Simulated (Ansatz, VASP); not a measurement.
## BP: VASP beside Ansatz

```xyz
2
Lattice="2.7081 0.0000 0.0000 0.0000 2.7081 0.0000 0.0000 0.0000 2.7081" Properties=species:S:1:pos:R:3 pbc="T T T"
B     0.0000    0.0000    0.0000
P     1.3540    1.3540    1.3540
```

Alike in both runs: task single point; functional PBEsol; k mesh 6 × 6 × 6; occupations fermi-dirac, width 0.001 eV; no spin polarisation.

```csv
,VASP,Ansatz
version,VASP 6.6.1,Ansatz 0.2.0
potentials or method,"VASP PAW PBE potentials, release 64 (B, P)",plane waves
plane-wave cutoff (eV),500,420
valence electrons in the cell,8,8
```

VASP gave:

```
pressure (GPa) : 0.6
```

Which values does Ansatz return?

Pressure (GPa): 0.5.

VASP's potentials were made for PBE, not for PBEsol.

The k mesh is coarse, so the values compare programs but aren't converged.
